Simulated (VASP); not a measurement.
# MoS2 (Cmcm) in VASP: notebook, part 2 of 2

VASP 6.6.1. The steps go on from the part before.

## Step 3: Relaxation of cell and atoms, PBE

This run uses another cell than the first one, of 18.04 Å³/atom, 0.986 times its volume.

The input, INCAR:

```
ALGO = Normal
EDIFF = 1E-6
EDIFFG = -0.04
ENCUT = 600
GGA = PE
IBRION = 2
ISIF = 3
ISMEAR = 0
LASPH = T
LCHARG = F
LREAL = F
LWAVE = F
NELM = 100
NSW = 90
PREC = Accurate
SIGMA = 0.1
```

The input, KPOINTS:

```
k-points
0
Gamma
  6 6 4
```

The input, POSCAR:

```
MoS2
1.0
    1.6177528949     -8.4330830136      0.0000000000
    1.6177528949      8.4330830136      0.0000000000
    0.0000000000      0.0000000000      3.9672896076
Mo S
2 4
Direct
    0.8426004342      0.1573995658      0.7500000000
    0.1573995658      0.8426004342      0.2500000000
    0.5915950223      0.4084049777      0.7500000000
    0.4084049777      0.5915950223      0.2500000000
    0.2394931139      0.7605068861      0.7500000000
    0.7605068861      0.2394931139      0.2500000000
```

Potentials or basis: VASP PAW PBE potentials, release 64 (Mo_sv, S).

Run with:

```console
$ cat potpaw_PBE.64/Mo_sv/POTCAR potpaw_PBE.64/S/POTCAR > POTCAR
$ mpirun -np 1 vasp_std > vasp.out
```

OUTCAR:

```text
EDIFF = 1E-6
   EDIFFG = -0.04
   ENCUT = 600
   GGA = PE
   IBRION = 2
   ISIF = 3
   ISMEAR = 0
   LASPH = T
   LREAL = F
   NELM = 100
   NSW = 90
   PREC = Accurate

 ion  position               nearest neighbor table
   1  0.843  0.157  0.750-   5 2.38   5 2.38   6 2.42   6 2.42   4 2.79   4 2.79   4 2.79   4 2.79

   2  0.157  0.843  0.250-   6 2.38   6 2.38   5 2.42   5 2.42   3 2.79   3 2.79   3 2.79   3 2.79

   3  0.592  0.408  0.750-   2 2.79   2 2.79   2 2.79   2 2.79
   4  0.408  0.592  0.250-   1 2.79   1 2.79   1 2.79   1 2.79
   5  0.239  0.761  0.750-   1 2.38   1 2.38   2 2.42   2 2.42   6 2.58   6 2.58   6 2.58   6 2.58

   6  0.761  0.239  0.250-   2 2.38   2 2.38   1 2.42   1 2.42   5 2.58   5 2.58   5 2.58   5 2.58

  LATTYP: Found a base centered orthorhombic cell.
 ALAT       =     3.2355057898
 B/A-ratio  =     5.2128375354
 C/A-ratio  =     1.2261729279

  Lattice vectors:

 A1 = (   1.6177528949,  -8.4330830136,   0.0000000000)
 A2 = (   1.6177528949,   8.4330830136,   0.0000000000)
 A3 = (   0.0000000000,   0.0000000000,   3.9672896076)

Analysis of symmetry for initial positions (statically):
[... 192 lines left out ...]
  -------------------------------------------------------------------------------------
  Total        1.0551891      0.1185070     -0.9305726      0.0000000     -0.0000000      0.0000000
  in kB       15.6177487      1.7540098    -13.7733113      0.0000000     -0.0000000      0.0000000
  external PRESSURE =       1.1994824 kB  Pullay stress =       0.0000000 kB
[... 227 lines left out ...]
--------------------------------------- Ionic step        7  -------------------------------------------

 number of electron      51.9999999 magnetization

 Free energy of the ion-electron system (eV)
  ---------------------------------------------------
  ext. energy  EPLUGINS =         0.00000000
  ---------------------------------------------------
  free energy    TOTEN  =       -37.56573182 eV

  energy without entropy =      -37.53267173  energy(sigma->0) =      -37.54920178

 E-fermi :   7.9095     XC(G=0): -10.7335

 val. band max:        7.9078172615   @ k =   0.0000   0.0000   0.2500
 cond. band min:       7.9124688519   @ k =  -0.3333   0.3333   0.2500
 fundamental gap:      0.0046515904
 Fermi energy:         7.9095274444

 k-point     1 :       0.0000    0.0000    0.0000
  band No.  band energies     occupation
      1     -53.8748      2.00000
      2     -53.8726      2.00000
      3     -28.1025      2.00000
      4     -28.0897      2.00000
      5     -28.0044      2.00000
      6     -27.9493      2.00000
[... 805 lines left out ...]
     30       9.1710      0.00000
     31       9.5904      0.00000

 [... further k-points ...]

------------------------ aborting loop because EDIFF is reached ----------------------------------------

  FORCE on cell =-STRESS in cart. coord.  units (eV):
  Direction    XX          YY          ZZ          XY          YZ          ZX
  --------------------------------------------------------------------------------------
  -------------------------------------------------------------------------------------
  Total        0.1025243      0.0877420      0.0798234      0.0000000      0.0000000      0.0000000
  in kB        1.5123651      1.2943062      1.1774981      0.0000000      0.0000000      0.0000000
  external PRESSURE =       1.3280565 kB  Pullay stress =       0.0000000 kB
[... 21 lines left out ...]
  FREE ENERGIE OF THE ION-ELECTRON SYSTEM (eV)
  ---------------------------------------------------
  free  energy   TOTEN  =       -37.5657318208 eV

  energy  without entropy=      -37.5326717292  energy(sigma->0) =      -37.54920178

 reached required accuracy - stopping structural energy minimisation
```

CONTCAR:

```text
MoS2
   1.00000000000000
     1.6491491696942329   -8.4492319944894430   -0.0000000000000000
     1.6491491696942329    8.4492319944894430    0.0000000000000000
     0.0000000000000000   -0.0000000000000000    3.8973882478305435
  Mo              S
     2     4
Direct
     0.8421818935992795    0.1578181064007206    0.7500000000000000
     0.1578181064007206    0.8421818935992795    0.2500000000000000
     0.5913975837339911    0.4086024162660091    0.7500000000000000
     0.4086024162660091    0.5913975837339911    0.2500000000000000
     0.2392731514286722    0.7607268485713278    0.7500000000000000
     0.7607268485713278    0.2392731514286722    0.2500000000000000

  0.00000000E+00  0.00000000E+00  0.00000000E+00
  0.00000000E+00  0.00000000E+00  0.00000000E+00
  0.00000000E+00  0.00000000E+00  0.00000000E+00
  0.00000000E+00  0.00000000E+00  0.00000000E+00
  0.00000000E+00  0.00000000E+00  0.00000000E+00
  0.00000000E+00  0.00000000E+00  0.00000000E+00
```

Wall time 14 min (1 thread of Intel Xeon Platinum 8488C (Sapphire Rapids), shared host); peak memory 0.47 GiB.

What came out:

```yaml
Free_energy: -37.5657 eV
Relaxed_volume: 18.10 Å³/atom
Relaxed_cell: a = 8.609 Å, b = 8.609 Å, c = 3.897 Å, α = 90.00°, β = 90.00°, γ = 157.91°
Space_group_after_relaxing_to_0.05_Å: Cmcm (No. 63)
Energy_gained_by_relaxing: 3.0 meV/atom
Ionic_steps: 7
Pressure_after_relaxing: 0.1 GPa
Largest_force_after_relaxing: 0.039 eV/Å
Band_gap_on_the_k_mesh: zero (band 26 reaches 8.44 eV, above the bottom of band 27 at 7.41 eV)
```

Forces in eV/Å, atoms in the order of the input:
```
Mo   0.000 -0.006  0.000
Mo   0.000  0.006  0.000
S    0.000 -0.013  0.000
S    0.000  0.013  0.000
S    0.000 -0.039  0.000
S    0.000  0.039  0.000
```

The path:
```tsv
step	energy change (eV)	largest force (eV/Å)	pressure (GPa)	volume (Å³)
1	0.0000	0.1676	0.12	108.25
2	-0.0121	0.0761	-0.12	108.45
3	-0.0142	0.1407	-0.26	108.63
4	-0.0143	0.1193	-0.23	108.59
5	-0.0162	0.0848	0.50	108.17
6	-0.0162	0.0873	0.43	108.22
7	-0.0178	0.0393	0.13	108.61
```

Final structure:
```cif
data_structure
_symmetry_space_group_name_H-M 'P 1'
_symmetry_Int_Tables_number 1
_cell_length_a 8.6087
_cell_length_b 8.6087
_cell_length_c 3.8974
_cell_angle_alpha 90.000
_cell_angle_beta 90.000
_cell_angle_gamma 157.911
_cell_volume 108.61
loop_
_atom_site_label
_atom_site_type_symbol
_atom_site_fract_x
_atom_site_fract_y
_atom_site_fract_z
_atom_site_occupancy
Mo1 Mo 0.84218 0.15782 0.75000 1
Mo2 Mo 0.15782 0.84218 0.25000 1
S1 S 0.59140 0.40860 0.75000 1
S2 S 0.40860 0.59140 0.25000 1
S3 S 0.23927 0.76073 0.75000 1
S4 S 0.76073 0.23927 0.25000 1
```

Caveat: the k points lie up to 0.40 Å⁻¹ apart in the final cell.

## Step 4: Single point, PBE, collinear spin, ferrimagnetic start

This run uses another cell than the first one, of 18.04 Å³/atom, 0.986 times its volume.

The input, INCAR:

```
SYSTEM = MoS2
PREC     = Accurate       ! precision mode
ENCUT    = 520            ! plane-wave cutoff, eV
EDIFF    = 1E-7           ! SCF threshold, eV
ISMEAR   = 0              ! smearing method
SIGMA    = 0.1            ! smearing width, eV
LREAL    = .FALSE.        ! projectors in reciprocal space
LASPH    = .TRUE.         ! aspherical terms in the spheres
NELM     = 150            ! most SCF steps
ALGO     = Normal         ! electronic algorithm
ISIF     = 2              ! what is computed and relaxed
LWAVE    = .FALSE.        ! write WAVECAR
LCHARG   = .TRUE.         ! write CHGCAR
ISPIN    = 2              ! spin polarisation
MAGMOM   = 2.68 2.68 -0.13 -0.13 -0.12 -0.12 ! initial moments
LORBIT   = 11             ! projections on sites
LMAXMIX  = 4              ! l up to which the mixer works
GGA      = PE             ! functional
LELF     = .TRUE.         ! ELF
LVHAR    = .TRUE.       
NBANDS   = 39             ! bands
```

The input, KPOINTS:

```
regular mesh
0
G
  4 4 4
  0 0 0
```

POSCAR is that of step 3.

Run with:

```console
$ cat potpaw_PBE.64/Mo_sv/POTCAR potpaw_PBE.64/S/POTCAR > POTCAR
$ mpirun -np 1 vasp_std > vasp.out
```

Run time: 5.5 min. Hardware: 1 thread of Intel Xeon Platinum 8488C (Sapphire Rapids), shared host; peak memory 0.49 GiB.

Results (log left out):

- Free energy: -37.6865 eV
- Pressure: 0.0 GPa
- Largest force: 0.013 eV/Å
- Band gap on the k mesh: zero (filled and empty bands overlap)
- Net moment: 0.00 μB per cell
- Valence electrons inside the program's atomic spheres: Mo 12.36; S 3.61, 3.67

Forces on the atoms (eV/Å):
```
Mo   0.000 -0.011  0.000
Mo   0.000  0.011  0.000
S    0.000 -0.013  0.000
S    0.000  0.013  0.000
S    0.000 -0.007  0.000
S    0.000  0.007  0.000
```

Stress tensor (GPa, compression positive):
```
 0.01  0.00  0.00
 0.00  0.12  0.00
 0.00  0.00 -0.08
```

Levels at points of the mesh, in eV from the Fermi level:
Spin up:
```tsv
k point	band 22	band 23	band 24	band 25	band 26	band 27	band 28	band 29	band 30	band 31
(0.00, 0.00, 0.00)	-1.74	-1.26	-1.19	-0.89	-0.40	-0.33	-0.29	0.12	1.49	2.30
(0.50, 0.00, 0.00)	-3.63	-2.64	-1.85	0.09	0.21	0.30	0.32	1.05	1.09	1.76
(0.50, 0.50, 0.00)	-1.91	-1.83	-1.39	-0.89	-0.40	-0.23	0.05	0.14	1.51	2.46
(0.00, 0.00, 0.50)	-2.53	-2.16	-2.16	-1.49	-1.49	0.01	0.01	1.01	1.01	2.02
(0.50, 0.00, 0.50)	-3.21	-2.01	-2.01	0.55	0.55	1.13	1.13	1.54	1.54	2.82
(0.50, 0.50, 0.50)	-2.18	-2.16	-2.16	-1.38	-1.38	0.01	0.01	1.07	1.07	1.87
```
Spin down:
```csv
k point,band 22,band 23,band 24,band 25,band 26,band 27,band 28,band 29,band 30,band 31
"(0.00, 0.00, 0.00)",-1.74,-1.26,-1.19,-0.89,-0.40,-0.33,-0.29,0.12,1.49,2.30
"(0.50, 0.00, 0.00)",-3.63,-2.64,-1.85,0.09,0.21,0.30,0.32,1.05,1.09,1.76
"(0.50, 0.50, 0.00)",-1.91,-1.83,-1.39,-0.89,-0.40,-0.23,0.05,0.14,1.51,2.46
"(0.00, 0.00, 0.50)",-2.53,-2.16,-2.16,-1.49,-1.49,0.01,0.01,1.01,1.01,2.02
"(0.50, 0.00, 0.50)",-3.21,-2.01,-2.01,0.55,0.55,1.13,1.13,1.54,1.54,2.82
"(0.50, 0.50, 0.50)",-2.18,-2.16,-2.16,-1.38,-1.38,0.01,0.01,1.07,1.07,1.87
```

Caveat: the k points lie up to 0.49 Å⁻¹ apart.

## Step 5: Overview

```tsv
task	spin	cell	k mesh	cutoff (eV)	gap on the mesh (eV)	pressure (GPa)	largest force (eV/Å)
single point	off	a = 8.686, b = 8.686, c = 3.889 Å, angles 90.0, 90.0, 158.0°, 6 atoms	6 × 6 × 4	520	none	0.2	0.05
relaxation of cell and atoms	off	relaxed from a = 8.587, b = 8.587, c = 3.967 Å, angles 90.0, 90.0, 158.3°, 6 atoms	6 × 6 × 4	600	none	0.1	0.04
single point	collinear, ferrimagnetic start	a = 8.587, b = 8.587, c = 3.967 Å, angles 90.0, 90.0, 158.3°, 6 atoms	4 × 4 × 4	520	none	0.0	0.01
```

Alike in all rows: level PBE; potentials or basis VASP PAW PBE potentials, release 64 (Mo_sv, S); smearing gaussian 0.1 eV.

Caveats: all runs use coarse meshes.

Total energies depend on the potentials used, so only differences within one code and one set of settings carry meaning.
